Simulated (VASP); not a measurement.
# Ti (I4/mmm) in VASP: single point with r2SCAN

Aim: the single point of Ti with r2SCAN.

Everything below comes from runs of VASP 6.6.1. Logs are shortened: lines on timing, memory, paths and dates and some standing lists are left out, and cuts for length are marked.

## (1) The cell of the first run

The structure is tetragonal, space group I4/mmm (No. 139). Conventional cell: a = 2.906 Å, b = 2.906 Å, c = 4.213 Å, α = 90.00°, β = 90.00°, γ = 90.00°. Ti (site symmetry 4/mmm) has 12 Ti at 2.91 to 2.94 Å within 3.8 Å.

## (2) Single point, r2SCAN (strain +0.000 along x and y, +0.025 along z)

Input file POSCAR:

```
Ti
1.0
    0.0000000000      2.0551516167      2.1065304071
    2.0551516167      0.0000000000      2.1065304071
    2.0551516167      2.0551516167      0.0000000000
Ti
1
Direct
    0.0000000000      0.0000000000      0.0000000000
```

Input file INCAR.step1:

```
PREC = Accurate
ENCUT = 520
ISMEAR = 0
SIGMA = 0.15
LREAL = F
LASPH = T
NELM = 80
NBANDS = 12
GGA = PE
ALGO = Normal
EDIFF = 1E-4
LWAVE = T
LCHARG = F
```

Input file INCAR.step2:

```
PREC = Accurate
ENCUT = 520
EDIFF = 1E-6
ISMEAR = 0
SIGMA = 0.15
LREAL = F
LASPH = T
NELM = 80
ALGO = Normal
ISIF = 2
LWAVE = F
LCHARG = F
METAGGA = R2SCAN
LMIXTAU = T
NBANDS = 12
ISTART = 1
```

Input file KPOINTS:

```
Automatic mesh
0
Gamma
  26 26 26
```

Potentials or basis: VASP PAW PBE potentials, release 64 (Ti_sv).

The run is started by

```sh
cat potpaw_PBE.64/Ti_sv/POTCAR > POTCAR
cp INCAR.step1 INCAR
mpirun -np 1 vasp_std > vasp.out
cp INCAR.step2 INCAR
mpirun -np 1 vasp_std > vasp.out
```

OUTCAR:

```text
PREC = Accurate
   ENCUT = 520
   EDIFF = 1E-6
   ISMEAR = 0
   LREAL = F
   LASPH = T
   NELM = 80
   ISIF = 2
   METAGGA = R2SCAN
   ISTART = 1

 ion  position               nearest neighbor table
   1  0.000  0.000  0.000-

  LATTYP: Found a body centered tetragonal cell.
 ALAT       =     2.9064232891
 C/A-ratio  =     1.4495689014

  Lattice vectors:

 A1 = (  -2.0551516167,   0.0000000000,   2.1065304071)
 A2 = (   2.0551516167,   0.0000000000,   2.1065304071)
 A3 = (   0.0000000000,   2.0551516167,  -2.1065304071)

Analysis of symmetry for initial positions (statically):
=====================================================================
 Subroutine PRICEL returns:
 Original cell was already a primitive cell.

 Routine SETGRP: Setting up the symmetry group for a
 body centered tetragonal supercell.

 Subroutine GETGRP returns: Found 16 space group operations
 (whereof 16 operations were pure point group operations)
 out of a pool of 16 trial point group operations.

The static configuration has the point symmetry D_4h.

Analysis of symmetry for dynamics (positions and initial velocities):
=====================================================================
 Subroutine PRICEL returns:
 Original cell was already a primitive cell.

 Routine SETGRP: Setting up the symmetry group for a
 body centered tetragonal supercell.

 Subroutine GETGRP returns: Found 16 space group operations
 (whereof 16 operations were pure point group operations)
 out of a pool of 16 trial point group operations.

The dynamic configuration has the point symmetry D_4h.

 Subroutine INISYM returns: Found 16 space group operations
 (whereof 16 operations are pure point group operations),
 and found     1 'primitive' translations

----------------------------------------------------------------------------------------

                                     Primitive cell

  volume of cell :      17.7945

  direct lattice vectors                    reciprocal lattice vectors
     0.000000000  2.055151617  2.106530407    -0.243291053  0.243291053  0.237357124
     2.055151617  0.000000000  2.106530407     0.243291053 -0.243291053  0.237357124
     2.055151617  2.055151617  0.000000000     0.243291053  0.243291053 -0.237357124

  length of vectors
     2.942977833  2.942977833  2.906423289     0.417994590  0.417994590  0.417994590

  position of ions in fractional coordinates (direct lattice)
     0.000000000  0.000000000  0.000000000

  ion indices of the primitive-cell ions
   primitive index   ion index
                 1           1

----------------------------------------------------------------------------------------

 KPOINTS: Automatic mesh

Automatic generation of k-mesh.
 Grid dimensions read from file:
 generate k-points for:   26   26   26

 Generating k-lattice:

  Cartesian coordinates                     Fractional coordinates (reciprocal lattice)
    -0.009357348  0.009357348  0.009129120     0.038461538  0.000000000  0.000000000
     0.009357348 -0.009357348  0.009129120     0.000000000  0.038461538  0.000000000
     0.009357348  0.009357348 -0.009129120     0.000000000  0.000000000  0.038461538

  Length of vectors
     0.016076715  0.016076715  0.016076715

  Shift w.r.t. Gamma in fractional coordinates (k-lattice)
     0.000000000  0.000000000  0.000000000

 Subroutine IBZKPT returns following result:
 ===========================================

 Found   1330 irreducible k-points:

 Following reciprocal coordinates:
            Coordinates               Weight
  0.000000  0.000000  0.000000      1.000000
  0.038462 -0.000000  0.000000      8.000000
  0.076923 -0.000000  0.000000      8.000000
  0.115385 -0.000000  0.000000      8.000000
  0.153846 -0.000000  0.000000      8.000000
  0.192308 -0.000000  0.000000      8.000000
[... 16 lines left out ...]
  0.346154  0.038462  0.000000      8.000000
  0.384615  0.038462  0.000000      8.000000
 [... further k-points ...]
   k-points           NKPTS =   1330   k-points in BZ     NKDIM =   1330   number of bands    NBANDS=     12
   number of dos      NEDOS =    301   number of ions     NIONS =      1
   total plane-waves  NPLWV =  13824
   dimension x,y,z NGX =    24 NGY =   24 NGZ =   24
   dimension x,y,z NGXF=    48 NGYF=   48 NGZF=   48
   ions per type =               1
   NGX,Y,Z   is equivalent  to a cutoff of  13.56, 13.56, 13.73 a.u.
   NGXF,Y,Z  is equivalent  to a cutoff of  27.11, 27.11, 27.46 a.u.
 SYSTEM =  unknown system
   PREC   = accura    normal or accurate (medium, high low for compatibility)
   ISTART =      1    job   : 0-new  1-cont  2-samecut
   ICHARG =      0    charge: 1-file 2-atom 10-const
   ISPIN  =      1    spin polarized calculation?
   LNONCOLLINEAR =      F non collinear calculations
   LSORBIT =      F    spin-orbit coupling
   LASPH  =      T    aspherical Exc in radial PAW
   ENCUT  =  520.0 eV  38.22 Ry    6.18 a.u.   5.47  5.47  5.40*2*pi/ulx,y,z
   NELM   =     80;   NELMIN=  2; NELMDL=  0     # of ELM steps
   EDIFF  = 0.1E-05   stopping-criterion for ELM
   LREAL  =      F    real-space projection
   EDIFFG = 0.1E-04   stopping-criterion for IOM
   NSW    =      0    number of steps for IOM
   IBRION =     -1    ionic relax: 0-MD 1-quasi-New 2-CG
   NFREE  =      0    steps in history (QN), initial steepest desc. (CG)
   ISIF   =      2    stress and relaxation
   ISYM   =      2    0-nonsym 1-usesym 2-fastsym
   POTIM  = 0.5000    time-step for ionic-motion
   TEBEG  =    0.0;   TEEND  =   0.0 temperature during run
   PSTRESS=    0.0 pullay stress
   NELECT =      12.0000    total number of electrons
   NUPDOWN=      -1.0000    fix difference up-down
   EMIN   =  10.00;   EMAX   =-10.00  energy-range for DOS
   EFERMI =   0.00;   METHOD = LEGACY
   ISMEAR =     0;   SIGMA  =   0.15  broadening in eV -4-tet -1-fermi 0-gaus
   EFERMI_NEDOS =   21; number of points for ismear=-14 and -15
   IALGO  =     38    algorithm
   IMIX   =      4    mixing-type and parameters
     AMIX     =   0.40;   BMIX     =  1.00
     AMIX_MAG =   1.60;   BMIX_MAG =  1.00
  volume/ion in A,a.u.               =      17.79       120.08
  Fermi-wavevector in a.u.,A,eV,Ry     =   1.435622  2.712932 28.041749  2.061010
  Thomas-Fermi vector in A             =   2.554900
   LORBIT       =      0    0 simple, 1 ext, 2 COOP (PROOUT), +10 PAW based schemes
   METAGGA = R2SCAN    functional components
   LHFCALC =     F    Hartree Fock is set to
   AEXX    =    0.0000 exact exchange contribution
   IVDW    =     0    specifies the selected vdW correction
   LEPSILON=     F    determine dielectric tensor
   LRPA    =     F    only Hartree local field effects (RPA)
 non-spin polarized calculation
 Gauss-broadening in eV      SIGMA  =   0.15
  energy-cutoff  :      520.00
  volume of cell :       17.79
 maximum number of plane-waves:       505
 NGX is ok and might be reduce to    24
   NGX = 11   NGY = 11   NGZ = 11

 number of electron      11.9999998 magnetization

 Free energy of the ion-electron system (eV)
  ---------------------------------------------------
  ext. energy  EPLUGINS =         0.00000000
  ---------------------------------------------------
  free energy    TOTEN  =       -12.88541411 eV

  energy without entropy =      -12.86730513  energy(sigma->0) =      -12.87635962

 E-fermi :   7.9701     XC(G=0): -12.2888

 val. band max:        7.9687259617   @ k =  -0.2692   0.0769   0.2692
 cond. band min:       7.9711705505   @ k =  -0.3077   0.0769   0.3462
 fundamental gap:      0.0024445888
 Fermi energy:         7.9700782633

 k-point     1 :       0.0000    0.0000    0.0000
  band No.  band energies     occupation
      1     -51.1230      2.00000
      2     -25.9532      2.00000
      3     -25.9517      2.00000
      4     -25.9516      2.00000
      5       1.5591      2.00000
      6       8.8303      0.00000
      7       9.0209      0.00000
      8       9.0209      0.00000
      9      10.5919      0.00000
     10      10.8109      0.00000
     11      23.6366      0.00000
     12      27.9912      0.00000

 k-point     2 :       0.0385   -0.0000    0.0000
  band No.  band energies     occupation
      1     -51.1213      2.00000
      2     -25.9619      2.00000
      3     -25.9540      2.00000
      4     -25.9527      2.00000
      5       1.6079      2.00000
      6       8.8303      0.00000
      7       9.0064      0.00000
      8       9.0387      0.00000
      9      10.5812      0.00000
     10      10.7975      0.00000
     11      23.6749      0.00000
     12      27.7722      0.00000

 k-point     3 :       0.0769   -0.0000    0.0000
  band No.  band energies     occupation
      1     -51.1164      2.00000
      2     -25.9903      2.00000
      3     -25.9581      2.00000
      4     -25.9558      2.00000
      5       1.7531      2.00000
      6       8.7935      0.00000
      7       9.0008      0.00000
      8       9.0895      0.00000
      9      10.5534      0.00000
     10      10.7611      0.00000
     11      23.7673      0.00000
     12      26.8897      0.00000
[... 286 lines left out ...]
 k-point    23 :       0.3462    0.0385    0.0000
  band No.  band energies     occupation
      1     -51.0354      2.00000
      2     -26.4358      2.00000
      3     -26.0224      2.00000
      4     -26.0130      2.00000
      5       4.4436      2.00000
      6       7.8860      1.57192
      7       8.9579      0.00000
      8       9.2435      0.00000
      9      11.0548      0.00000
     10      11.2512      0.00000
     11      18.9091      0.00000
     12      23.7298      0.00000

 k-point    24 :       0.3846    0.0385    0.0000
  band No.  band energies     occupation
      1     -51.0241      2.00000
      2     -26.4963      2.00000
      3     -26.0324      2.00000
      4     -26.0188      2.00000
      5       4.8310      2.00000
      6       7.9321      1.27972
      7       8.8797      0.00000
      8       9.1701      0.00000
      9      11.2974      0.00000
     10      11.4142      0.00000
     11      17.9721      0.00000
     12      23.4173      0.00000

 [... further k-points ...]
[... 5 lines left out ...]
  --------------------------------------------------------------------------------------
  -------------------------------------------------------------------------------------
  Total       -0.2189200     -0.2189200     -0.3133133      0.0000000      0.0000000     -0.0000000
  in kB      -19.7110838    -19.7110838    -28.2100575      0.0000000      0.0000000     -0.0000000
  external PRESSURE =     -22.5440750 kB  Pullay stress =       0.0000000 kB

 VOLUME and BASIS-vectors are now :
 -----------------------------------------------------------------------------
  energy-cutoff  :      520.00
  volume of cell :       17.79
      direct lattice vectors                 reciprocal lattice vectors
     0.000000000  2.055151617  2.106530407    -0.243291053  0.243291053  0.237357124
     2.055151617  0.000000000  2.106530407     0.243291053 -0.243291053  0.237357124
     2.055151617  2.055151617  0.000000000     0.243291053  0.243291053 -0.237357124

 POSITION                                       TOTAL-FORCE (eV/Angst)
 -----------------------------------------------------------------------------------
      0.00000      0.00000      0.00000         0.000000      0.000000      0.000000
 -----------------------------------------------------------------------------------
    total drift:                                0.000000      0.000000     -0.000000

  FREE ENERGIE OF THE ION-ELECTRON SYSTEM (eV)
  ---------------------------------------------------
  free  energy   TOTEN  =       -12.8854141144 eV

  energy  without entropy=      -12.8673051257  energy(sigma->0) =      -12.87635962
```

Run time: 18 min. Hardware: 1 thread of Intel Xeon 8259CL, shared host; peak memory 0.38 GiB.

Results:

```yaml
Free_energy: -12.8854 eV
Pressure: -2.3 GPa
Band_gap_on_the_k_mesh: zero (bands 6 and 7 overlap by 1.40 eV)
```

Caveat: the cell differs from its parent crystal (strain +0.000 along x and y, +0.025 along z); the PAW data sets were made with another functional, which shifts forces and pressure a little.
